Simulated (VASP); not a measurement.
# K (P4/mmm) in VASP: a series of runs

Runs on K. Level: LDA. Tasks: single point.

Program: VASP 6.6.1. These are calculated values, not measurements. Logs are shortened: lines on timing, memory, paths and dates and some standing lists are left out, and cuts for length are marked.

## Step 1: The cell of the first run

The structure is tetragonal, space group P4/mmm (No. 123). The conventional cell has a = 9.764 Å, b = 9.764 Å, c = 4.608 Å, α = 90.00°, β = 90.00°, γ = 90.00°.

## Step 2: Single point, LDA

INCAR reads:

```
SYSTEM = K
PREC = Accurate
ENCUT = 520
EDIFF = 1E-7
ISMEAR = 0
SIGMA = 0.15
LREAL = .FALSE.
LASPH = .TRUE.
NELM = 100
ALGO = Normal
ISIF = 2
LWAVE = .FALSE.
LCHARG = .TRUE.
GGA = CA
LELF = .TRUE.
LVHAR = .TRUE.
NBANDS = 10
```

KPOINTS reads:

```
Automatic mesh
0
G
  6 6 12
  0 0 0
```

POSCAR reads:

```
K
1.0
    9.7644093295      0.0000000000      0.0000000000
    0.0000000000      9.7644093295      0.0000000000
    0.0000000000      0.0000000000      4.6083016536
K
1
Direct
    0.0000000000      0.0000000000      0.0000000000
```

Potentials or basis: VASP PAW LDA potentials, release 64 (K_sv).

Command:

```console
$ cat potpaw_LDA.64/K_sv/POTCAR > POTCAR
$ mpirun -np 1 vasp_std > vasp.out
```

OUTCAR:

```text
SYSTEM = K
   PREC = Accurate
   ENCUT = 520
   EDIFF = 1E-7
   ISMEAR = 0
   LREAL = .FALSE.
   LASPH = .TRUE.
   NELM = 100
   ISIF = 2
   GGA = CA

 ion  position               nearest neighbor table
   1  0.000  0.000  0.000-

  LATTYP: Found a simple tetragonal cell.
 ALAT       =     9.7644093295
 C/A-ratio  =     0.4719488397

  Lattice vectors:

 A1 = (   9.7644093295,   0.0000000000,   0.0000000000)
 A2 = (   0.0000000000,   9.7644093295,   0.0000000000)
 A3 = (   0.0000000000,   0.0000000000,   4.6083016536)

Analysis of symmetry for initial positions (statically):
=====================================================================
 Subroutine PRICEL returns:
 Original cell was already a primitive cell.

 Routine SETGRP: Setting up the symmetry group for a
 simple tetragonal supercell.

 Subroutine GETGRP returns: Found 16 space group operations
 (whereof 16 operations were pure point group operations)
 out of a pool of 16 trial point group operations.

The static configuration has the point symmetry D_4h.

Analysis of symmetry for dynamics (positions and initial velocities):
=====================================================================
 Subroutine PRICEL returns:
 Original cell was already a primitive cell.

 Routine SETGRP: Setting up the symmetry group for a
 simple tetragonal supercell.

 Subroutine GETGRP returns: Found 16 space group operations
 (whereof 16 operations were pure point group operations)
 out of a pool of 16 trial point group operations.

The dynamic configuration has the point symmetry D_4h.

 Subroutine INISYM returns: Found 16 space group operations
 (whereof 16 operations are pure point group operations),
 and found     1 'primitive' translations

----------------------------------------------------------------------------------------

                                     Primitive cell

  volume of cell :     439.3725

  direct lattice vectors                    reciprocal lattice vectors
     9.764409329  0.000000000  0.000000000     0.102412749  0.000000000  0.000000000
     0.000000000  9.764409329  0.000000000     0.000000000  0.102412749  0.000000000
     0.000000000  0.000000000  4.608301654     0.000000000  0.000000000  0.216999683

  length of vectors
     9.764409329  9.764409329  4.608301654     0.102412749  0.102412749  0.216999683

[... 76 lines left out ...]
   ENCUT  =  520.0 eV  38.22 Ry    6.18 a.u.  18.16 18.16  8.57*2*pi/ulx,y,z
   NELM   =    100;   NELMIN=  2; NELMDL= -5     # of ELM steps
   EDIFF  = 0.1E-06   stopping-criterion for ELM
   LREAL  =      F    real-space projection
   EDIFFG = 0.1E-05   stopping-criterion for IOM
   NSW    =      0    number of steps for IOM
   IBRION =     -1    ionic relax: 0-MD 1-quasi-New 2-CG
   NFREE  =      0    steps in history (QN), initial steepest desc. (CG)
   ISIF   =      2    stress and relaxation
   ISYM   =      2    0-nonsym 1-usesym 2-fastsym
   POTIM  = 0.5000    time-step for ionic-motion
   TEBEG  =    0.0;   TEEND  =   0.0 temperature during run
   PSTRESS=    0.0 pullay stress
   NELECT =       9.0000    total number of electrons
   NUPDOWN=      -1.0000    fix difference up-down
   EMIN   =  10.00;   EMAX   =-10.00  energy-range for DOS
   EFERMI =   0.00;   METHOD = LEGACY
   ISMEAR =     0;   SIGMA  =   0.15  broadening in eV -4-tet -1-fermi 0-gaus
   EFERMI_NEDOS =   21; number of points for ismear=-14 and -15
   IALGO  =     38    algorithm
   IMIX   =      4    mixing-type and parameters
     AMIX     =   0.40;   BMIX     =  1.00
     AMIX_MAG =   1.60;   BMIX_MAG =  1.00
  volume/ion in A,a.u.               =     439.37      2965.03
  Fermi-wavevector in a.u.,A,eV,Ry     =   0.447931  0.846467  2.729906  0.200642
  Thomas-Fermi vector in A             =   1.427117
   LORBIT       =      0    0 simple, 1 ext, 2 COOP (PROOUT), +10 PAW based schemes
   GGA     = CA    functional components
   LHFCALC =     F    Hartree Fock is set to
   AEXX    =    0.0000 exact exchange contribution
   IVDW    =     0    specifies the selected vdW correction
   LEPSILON=     F    determine dielectric tensor
   LRPA    =     F    only Hartree local field effects (RPA)
 non-spin polarized calculation
 Gauss-broadening in eV      SIGMA  =   0.15
  energy-cutoff  :      520.00
  volume of cell :      439.37
 maximum number of plane-waves:     11889
 NGX is ok and might be reduce to    80

 number of electron       9.0000001 magnetization

 Free energy of the ion-electron system (eV)
  ---------------------------------------------------
  ext. energy  EPLUGINS =         0.00000000
  ---------------------------------------------------
  free energy    TOTEN  =        -0.56569961 eV

  energy without entropy =       -0.55148966  energy(sigma->0) =       -0.55859463

 E-fermi :  -2.1174     XC(G=0):  -2.2063

 val. band max:       -2.1187952720   @ k =   0.3333   0.1667   0.2500
 cond. band min:      -2.1167808900   @ k =   0.5000   0.0000   0.2500
 fundamental gap:      0.0020143820
 Fermi energy:        -2.1173943430

 k-point     1 :       0.0000    0.0000    0.0000
  band No.  band energies     occupation
      1     -34.4370      2.00000
      2     -18.1544      2.00000
      3     -18.1544      2.00000
      4     -18.0885      2.00000
      5      -2.6802      2.00000
      6      -0.5815      0.00000
      7      -0.5815      0.00000
      8      -0.1821      0.00000
      9       0.0556      0.00000
     10       0.7349      0.00000
[... 287 lines left out ...]
 k-point    24 :       0.5000    0.0000    0.1667
  band No.  band energies     occupation
      1     -34.4366      2.00000
      2     -18.1534      2.00000
      3     -18.1534      2.00000
      4     -18.0993      2.00000
      5      -2.4012      1.99255
      6      -0.8918      0.00000
      7      -0.3779      0.00000
      8       0.2283      0.00000
      9       0.6108      0.00000
     10       0.9436      0.00000

 [... further k-points ...]
[... 5 lines left out ...]
  --------------------------------------------------------------------------------------
  -------------------------------------------------------------------------------------
  Total       -0.0249951     -0.0249951     -0.6356694      0.0000000     -0.0000000      0.0000000
  in kB       -0.0911451     -0.0911451     -2.3179766      0.0000000     -0.0000000      0.0000000
  external PRESSURE =      -0.8334222 kB  Pullay stress =       0.0000000 kB

 VOLUME and BASIS-vectors are now :
 -----------------------------------------------------------------------------
  energy-cutoff  :      520.00
  volume of cell :      439.37
      direct lattice vectors                 reciprocal lattice vectors
     9.764409329  0.000000000  0.000000000     0.102412749  0.000000000  0.000000000
     0.000000000  9.764409329  0.000000000     0.000000000  0.102412749  0.000000000
     0.000000000  0.000000000  4.608301654     0.000000000  0.000000000  0.216999683

 POSITION                                       TOTAL-FORCE (eV/Angst)
 -----------------------------------------------------------------------------------
      0.00000      0.00000      0.00000         0.000000      0.000000      0.000000
 -----------------------------------------------------------------------------------
    total drift:                                0.000000      0.000000      0.000000

  FREE ENERGIE OF THE ION-ELECTRON SYSTEM (eV)
  ---------------------------------------------------
  free  energy   TOTEN  =        -0.5656996123 eV

  energy  without entropy=       -0.5514896553  energy(sigma->0) =       -0.55859463
```

OSZICAR:

```text
N       E                     dE             d eps       ncg     rms          rms(c)
DAV:   1     0.600855212932E+02    0.60086E+02   -0.24100E+03  1538   0.521E+02
DAV:   2     0.407790080408E+01   -0.56008E+02   -0.55260E+02  1548   0.141E+02
DAV:   3    -0.140415255164E+00   -0.42183E+01   -0.42026E+01  1826   0.431E+01
DAV:   4    -0.561936733688E+00   -0.42152E+00   -0.41736E+00  2544   0.974E+00
DAV:   5    -0.564689498809E+00   -0.27528E-02   -0.27510E-02  1976   0.847E-01    0.616E-01
DAV:   6    -0.565506326988E+00   -0.81683E-03   -0.15943E-03  2002   0.217E-01    0.399E-01
DAV:   7    -0.565004404896E+00    0.50192E-03   -0.42428E-03  1856   0.348E-01    0.779E-02
DAV:   8    -0.565124331992E+00   -0.11993E-03   -0.35893E-04  2266   0.813E-02    0.285E-02
DAV:   9    -0.565153371682E+00   -0.29040E-04   -0.28985E-04  1910   0.492E-02    0.180E-02
DAV:  10    -0.565391826108E+00   -0.23845E-03   -0.60517E-05  1630   0.343E-02    0.115E-02
DAV:  11    -0.565607786226E+00   -0.21596E-03   -0.12139E-04  1712   0.204E-02    0.662E-03
DAV:  12    -0.565643605898E+00   -0.35820E-04   -0.73110E-06  2022   0.671E-03    0.309E-03
DAV:  13    -0.565695301980E+00   -0.51696E-04   -0.24761E-05  1578   0.702E-03    0.123E-03
DAV:  14    -0.565698384559E+00   -0.30826E-05   -0.95938E-07  2070   0.177E-03    0.644E-04
DAV:  15    -0.565699582016E+00   -0.11975E-05   -0.94693E-07  1574   0.148E-03    0.217E-04
DAV:  16    -0.565699612290E+00   -0.30273E-07   -0.18662E-08  2172   0.330E-04
   1 F= -.56569961E+00 E0= -.55859463E+00  d E =-.142100E-01
```

It took 3.1 min on 1 thread of Intel Xeon Platinum 8488C (Sapphire Rapids), shared host; peak memory 0.56 GiB.

Results:

* Free energy: -0.5657 eV
* Pressure: -0.1 GPa

## Step 3: Single point, LDA

This run uses another cell than the first one, of the same volume but with other edges.

INCAR reads:

```
PREC = Accurate
ENCUT = 520
EDIFF = 1E-7
ISMEAR = 0
SIGMA = 0.15
LREAL = F
LASPH = T
NELM = 100
ALGO = Normal
ISIF = 2
LWAVE = F
LCHARG = F
GGA = CA
NBANDS = 10
```

KPOINTS reads:

```
Automatic mesh
0
Gamma
  6 6 12
```

POSCAR reads:

```
K
1.0
    9.4852720171      0.0000000000      0.0000000000
    0.0000000000      9.4852720171      0.0000000000
    0.0000000000      0.0000000000      4.8835234068
K
1
Direct
    0.0000000000      0.0000000000      0.0000000000
```

Potentials or basis: VASP PAW LDA potentials, release 64 (K_sv).

Command:

```console
$ cat potpaw_LDA.64/K_sv/POTCAR > POTCAR
$ mpirun -np 1 vasp_std > vasp.out
```

OUTCAR:

```text
PREC = Accurate
   ENCUT = 520
   EDIFF = 1E-7
   ISMEAR = 0
   LREAL = F
   LASPH = T
   NELM = 100
   ISIF = 2
   GGA = CA

 ion  position               nearest neighbor table
   1  0.000  0.000  0.000-

  LATTYP: Found a simple tetragonal cell.
 ALAT       =     9.4852720171
 C/A-ratio  =     0.5148532797

  Lattice vectors:

 A1 = (   9.4852720171,   0.0000000000,   0.0000000000)
 A2 = (   0.0000000000,   9.4852720171,   0.0000000000)
 A3 = (   0.0000000000,   0.0000000000,   4.8835234068)

Analysis of symmetry for initial positions (statically):
=====================================================================
 Subroutine PRICEL returns:
 Original cell was already a primitive cell.

 Routine SETGRP: Setting up the symmetry group for a
 simple tetragonal supercell.

 Subroutine GETGRP returns: Found 16 space group operations
 (whereof 16 operations were pure point group operations)
 out of a pool of 16 trial point group operations.

The static configuration has the point symmetry D_4h.

Analysis of symmetry for dynamics (positions and initial velocities):
=====================================================================
 Subroutine PRICEL returns:
 Original cell was already a primitive cell.

 Routine SETGRP: Setting up the symmetry group for a
 simple tetragonal supercell.

 Subroutine GETGRP returns: Found 16 space group operations
 (whereof 16 operations were pure point group operations)
 out of a pool of 16 trial point group operations.

The dynamic configuration has the point symmetry D_4h.

 Subroutine INISYM returns: Found 16 space group operations
 (whereof 16 operations are pure point group operations),
 and found     1 'primitive' translations

----------------------------------------------------------------------------------------

                                     Primitive cell

  volume of cell :     439.3725

  direct lattice vectors                    reciprocal lattice vectors
     9.485272017  0.000000000  0.000000000     0.105426602  0.000000000  0.000000000
     0.000000000  9.485272017  0.000000000     0.000000000  0.105426602  0.000000000
     0.000000000  0.000000000  4.883523407     0.000000000  0.000000000  0.204770187

  length of vectors
     9.485272017  9.485272017  4.883523407     0.105426602  0.105426602  0.204770187

  position of ions in fractional coordinates (direct lattice)
     0.000000000  0.000000000  0.000000000

  ion indices of the primitive-cell ions
   primitive index   ion index
                 1           1

----------------------------------------------------------------------------------------

 KPOINTS: Automatic mesh

Automatic generation of k-mesh.
 Grid dimensions read from file:
 generate k-points for:    6    6   12

 Generating k-lattice:

  Cartesian coordinates                     Fractional coordinates (reciprocal lattice)
     0.017571100  0.000000000  0.000000000     0.166666667  0.000000000  0.000000000
     0.000000000  0.017571100  0.000000000     0.000000000  0.166666667  0.000000000
     0.000000000  0.000000000  0.017064182     0.000000000  0.000000000  0.083333333

  Length of vectors
     0.017571100  0.017571100  0.017064182

  Shift w.r.t. Gamma in fractional coordinates (k-lattice)
     0.000000000  0.000000000  0.000000000

 Subroutine IBZKPT returns following result:
 ===========================================

 Found     70 irreducible k-points:

 Following reciprocal coordinates:
            Coordinates               Weight
  0.000000  0.000000  0.000000      1.000000
  0.166667  0.000000  0.000000      4.000000
  0.333333  0.000000  0.000000      4.000000
  0.500000  0.000000  0.000000      2.000000
  0.166667  0.166667  0.000000      4.000000
  0.333333  0.166667  0.000000      8.000000
[... 16 lines left out ...]
  0.333333  0.000000  0.166667      8.000000
  0.500000  0.000000  0.166667      4.000000
 [... further k-points ...]
   k-points           NKPTS =     70   k-points in BZ     NKDIM =     70   number of bands    NBANDS=     10
   number of dos      NEDOS =    301   number of ions     NIONS =      1
   total plane-waves  NPLWV = 186624
   dimension x,y,z NGX =    72 NGY =   72 NGZ =   36
   dimension x,y,z NGXF=   144 NGYF=  144 NGZF=   72
   ions per type =               1
   NGX,Y,Z   is equivalent  to a cutoff of  12.62, 12.62, 12.26 a.u.
   NGXF,Y,Z  is equivalent  to a cutoff of  25.24, 25.24, 24.51 a.u.
 SYSTEM =  unknown system
   PREC   = accura    normal or accurate (medium, high low for compatibility)
   ISTART =      0    job   : 0-new  1-cont  2-samecut
   ICHARG =      2    charge: 1-file 2-atom 10-const
   ISPIN  =      1    spin polarized calculation?
   LNONCOLLINEAR =      F non collinear calculations
   LSORBIT =      F    spin-orbit coupling
   LASPH  =      T    aspherical Exc in radial PAW
   ENCUT  =  520.0 eV  38.22 Ry    6.18 a.u.  17.64 17.64  9.08*2*pi/ulx,y,z
   NELM   =    100;   NELMIN=  2; NELMDL= -5     # of ELM steps
   EDIFF  = 0.1E-06   stopping-criterion for ELM
   LREAL  =      F    real-space projection
   EDIFFG = 0.1E-05   stopping-criterion for IOM
   NSW    =      0    number of steps for IOM
   IBRION =     -1    ionic relax: 0-MD 1-quasi-New 2-CG
   NFREE  =      0    steps in history (QN), initial steepest desc. (CG)
   ISIF   =      2    stress and relaxation
   ISYM   =      2    0-nonsym 1-usesym 2-fastsym
   POTIM  = 0.5000    time-step for ionic-motion
   TEBEG  =    0.0;   TEEND  =   0.0 temperature during run
   PSTRESS=    0.0 pullay stress
   NELECT =       9.0000    total number of electrons
   NUPDOWN=      -1.0000    fix difference up-down
   EMIN   =  10.00;   EMAX   =-10.00  energy-range for DOS
   EFERMI =   0.00;   METHOD = LEGACY
   ISMEAR =     0;   SIGMA  =   0.15  broadening in eV -4-tet -1-fermi 0-gaus
   EFERMI_NEDOS =   21; number of points for ismear=-14 and -15
   IALGO  =     38    algorithm
   IMIX   =      4    mixing-type and parameters
     AMIX     =   0.40;   BMIX     =  1.00
     AMIX_MAG =   1.60;   BMIX_MAG =  1.00
  volume/ion in A,a.u.               =     439.37      2965.03
  Fermi-wavevector in a.u.,A,eV,Ry     =   0.447931  0.846467  2.729906  0.200642
  Thomas-Fermi vector in A             =   1.427117
   LORBIT       =      0    0 simple, 1 ext, 2 COOP (PROOUT), +10 PAW based schemes
   GGA     = CA    functional components
   LHFCALC =     F    Hartree Fock is set to
   AEXX    =    0.0000 exact exchange contribution
   IVDW    =     0    specifies the selected vdW correction
   LEPSILON=     F    determine dielectric tensor
   LRPA    =     F    only Hartree local field effects (RPA)
 non-spin polarized calculation
 Gauss-broadening in eV      SIGMA  =   0.15
  energy-cutoff  :      520.00
  volume of cell :      439.37
 maximum number of plane-waves:     11868
 NGX is ok and might be reduce to    72

 number of electron       8.9999999 magnetization

 Free energy of the ion-electron system (eV)
  ---------------------------------------------------
  ext. energy  EPLUGINS =         0.00000000
  ---------------------------------------------------
  free energy    TOTEN  =        -0.52519082 eV

  energy without entropy =       -0.51056573  energy(sigma->0) =       -0.51787827

 E-fermi :  -2.1059     XC(G=0):  -2.2646

 val. band max:       -2.1060501173   @ k =   0.5000   0.0000   0.2500
 cond. band min:      -2.0918398698   @ k =   0.5000   0.1667   0.2500
 fundamental gap:      0.0142102475
 Fermi energy:        -2.1059482772

 k-point     1 :       0.0000    0.0000    0.0000
  band No.  band energies     occupation
      1     -34.4938      2.00000
      2     -18.2088      2.00000
      3     -18.2088      2.00000
      4     -18.1513      2.00000
      5      -2.6216      2.00000
      6      -0.4975      0.00000
      7      -0.4975      0.00000
      8      -0.1455      0.00000
      9       0.0783      0.00000
     10       0.8268      0.00000

 k-point     2 :       0.1667    0.0000    0.0000
  band No.  band energies     occupation
      1     -34.4938      2.00000
      2     -18.2088      2.00000
      3     -18.2088      2.00000
      4     -18.1513      2.00000
      5      -2.6076      2.00000
      6      -0.7245      0.00000
      7      -0.4798      0.00000
      8      -0.0308      0.00000
      9       0.2884      0.00000
     10       0.7276      0.00000
[... 274 lines left out ...]
 k-point    24 :       0.5000    0.0000    0.1667
  band No.  band energies     occupation
      1     -34.4936      2.00000
      2     -18.2083      2.00000
      3     -18.2083      2.00000
      4     -18.1570      2.00000
      5      -2.3566      1.98189
      6      -0.9073      0.00000
      7      -0.2932      0.00000
      8       0.2438      0.00000
      9       0.6436      0.00000
     10       0.9556      0.00000

 [... further k-points ...]
[... 5 lines left out ...]
  --------------------------------------------------------------------------------------
  -------------------------------------------------------------------------------------
  Total       -0.0327498     -0.0327498     -0.8069406      0.0000000      0.0000000      0.0000000
  in kB       -0.1194224     -0.1194224     -2.9425191      0.0000000      0.0000000      0.0000000
  external PRESSURE =      -1.0604546 kB  Pullay stress =       0.0000000 kB

 VOLUME and BASIS-vectors are now :
 -----------------------------------------------------------------------------
  energy-cutoff  :      520.00
  volume of cell :      439.37
      direct lattice vectors                 reciprocal lattice vectors
     9.485272017  0.000000000  0.000000000     0.105426602  0.000000000  0.000000000
     0.000000000  9.485272017  0.000000000     0.000000000  0.105426602  0.000000000
     0.000000000  0.000000000  4.883523407     0.000000000  0.000000000  0.204770187

 POSITION                                       TOTAL-FORCE (eV/Angst)
 -----------------------------------------------------------------------------------
      0.00000      0.00000      0.00000         0.000000      0.000000      0.000000
 -----------------------------------------------------------------------------------
    total drift:                                0.000000      0.000000      0.000000

  FREE ENERGIE OF THE ION-ELECTRON SYSTEM (eV)
  ---------------------------------------------------
  free  energy   TOTEN  =        -0.5251908158 eV

  energy  without entropy=       -0.5105657307  energy(sigma->0) =       -0.51787827
```

Wall time 2.7 min (1 thread of Intel Xeon Platinum 8488C (Sapphire Rapids), shared host); peak memory 0.53 GiB.

What came out:

| Property | Result |
| --- | --- |
| Free energy | -0.5252 eV |
| Pressure | -0.1 GPa |

(Continued in part 2 of 2.)
